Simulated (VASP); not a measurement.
Set up this calculation in VASP 6.6.1, as the native input.

```
Task                   : single point
Functional             : r2SCAN
Potentials or basis    : VASP PAW PBE potentials, release 64 (Pb_d, F)
Cutoff                 : 520 eV
k mesh                 : 8 × 8 × 8
Occupations            : gaussian, width 0.05 eV
Spin                   : no spin polarisation
Dipole correction      : no
Further INCAR settings : ALGO = Normal; EDIFF = 1e-06; NBANDS = 21
```

Crystal: PbF2.

```
CELL_PARAMETERS angstrom
0.00000 2.59440 3.89160
2.59440 0.00000 3.89160
2.59440 2.59440 0.00000
ATOMIC_POSITIONS crystal
Pb 0.00000 0.00000 0.00000
F 0.25000 0.25000 0.25000
F 0.75000 0.75000 0.75000
```

This cell differs from its parent crystal: ratio of the length along z to the lengths across it x 1.5, volume and fractional coordinates fixed.

One way to write it, as run:

POSCAR

```
PbF2
1.0
    0.0000000000      2.5944029432      3.8916044148
    2.5944029432      0.0000000000      3.8916044148
    2.5944029432      2.5944029432      0.0000000000
Pb F
1 2
Direct
    0.0000000000      0.0000000000      0.0000000000
    0.2500000000      0.2500000000      0.2500000000
    0.7500000000      0.7500000000      0.7500000000
```

INCAR.step1

```
SYSTEM = PbF2
PREC     = Accurate       ! precision mode
ENCUT    = 520            ! plane-wave cutoff, eV
ISMEAR   = 0              ! smearing method
SIGMA    = 0.05           ! smearing width, eV
LREAL    = .False.        ! projectors in reciprocal space
LASPH    = .True.         ! aspherical terms in the spheres
NELM     = 100            ! most SCF steps
NBANDS   = 21             ! bands
GGA      = PE             ! functional
ALGO     = Normal         ! electronic algorithm
EDIFF    = 1E-4           ! SCF threshold, eV
LWAVE    = .True.         ! write WAVECAR
LCHARG   = .False.        ! write CHGCAR
```

INCAR.step2

```
SYSTEM = PbF2
PREC     = Accurate       ! precision mode
ENCUT    = 520            ! plane-wave cutoff, eV
EDIFF    = 1E-6           ! SCF threshold, eV
ISMEAR   = 0              ! smearing method
SIGMA    = 0.05           ! smearing width, eV
LREAL    = .False.        ! projectors in reciprocal space
LASPH    = .True.         ! aspherical terms in the spheres
NELM     = 100            ! most SCF steps
ALGO     = Normal         ! electronic algorithm
ISIF     = 2              ! what is computed and relaxed
LWAVE    = .False.        ! write WAVECAR
LCHARG   = .False.        ! write CHGCAR
METAGGA  = R2SCAN         ! meta-GGA
LMIXTAU  = .True.       
NBANDS   = 21             ! bands
ISTART   = 1
```

KPOINTS

```
regular mesh
0
Gamma
  8 8 8
  0 0 0
```

Potentials or basis: VASP PAW PBE potentials, release 64 (Pb_d, F).

Run with:

```bash
$ cat potpaw_PBE.64/Pb_d/POTCAR potpaw_PBE.64/F/POTCAR > POTCAR
$ cp INCAR.step1 INCAR
$ mpirun -np 1 vasp_std > vasp.out
$ cp INCAR.step2 INCAR
$ mpirun -np 1 vasp_std > vasp.out
```

It gave:

```json
{
 "Pressure": "-5.4 GPa",
 "Band gap on the k mesh": "2.80 eV (least direct gap 3.00 eV)"
}
```

Caveat: the cell stands under tension; the PAW data sets were made with another functional, which shifts forces and pressure a little; spin-orbit coupling is left out, which moves the levels of the heavy elements.

Wall time 8.8 min on 1 thread of AMD EPYC 7R43 64-Core Processor (Zen 3), on a shared host, peak memory 0.19 GiB.
